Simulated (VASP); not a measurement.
Set up this calculation in VASP 6.6.1, as the native input.

```yaml
Task: single point
Functional: PBE
Dispersion: D3(BJ)
Potentials_or_basis: VASP PAW PBE potentials, release 64 (Sb_d_GW)
Cutoff: 400 eV
k_mesh: 9 × 9 × 1
Occupations: gaussian, width 0.05 eV
Spin: no spin polarisation
Dipole_correction: yes
Further_INCAR_settings: ALGO = Normal; EDIFF = 1e-06; NBANDS = 38; NELMDL = -8
```

The structure of Sb lies in POSCAR:

```
Sb
1.0
    4.0686848921      0.0000000000      0.0000000000
   -2.0343424461      3.5235844766      0.0000000000
    0.0000000000      0.0000000000     20.8000277116
Sb
4
Direct
    0.3333333333      0.6666666667      0.2957702397
    0.6666666667      0.3333333333      0.2163458656
    0.0000000000      1.0000000000      0.5660401294
    0.3333333333      0.6666666667      0.4866201415
```

One way to write it, as run:

INCAR

```
SYSTEM = Sb
PREC = Accurate
ENCUT = 400
EDIFF = 1E-6
ISMEAR = 0
SIGMA = 0.05
LREAL = .False.
LASPH = .True.
NELM = 120
ALGO = Normal
ISIF = 2
LWAVE = .False.
LCHARG = .False.
LDIPOL = .True.
IDIPOL = 3
DIPOL = 0.5 0.5 0.391
GGA = PE
IVDW = 12
NBANDS = 38
GGA_COMPAT = .False.
NELMDL = -8
```

KPOINTS

```
Automatic mesh
0
Gamma
  9 9 1
  0 0 0
```

Potentials or basis: VASP PAW PBE potentials, release 64 (Sb_d_GW).

Run with:

```console
$ cat potpaw_PBE.64/Sb_d_GW/POTCAR > POTCAR
$ mpirun -np 1 vasp_std > vasp.out
```

It gave:

| Property | Result |
| --- | --- |
| Largest force | 0.007 eV/Å |
| Band gap on the k mesh | 0.88 eV (least direct gap 1.43 eV) |
| Dispersion energy per atom | -0.286 eV |

Caveat: spin-orbit coupling is left out, which moves the levels of the heavy elements.

Run time: 4.6 min on 1 thread of Intel(R) Xeon(R) Platinum 8488C (Sapphire Rapids) (shared host), peak memory 0.34 GiB.
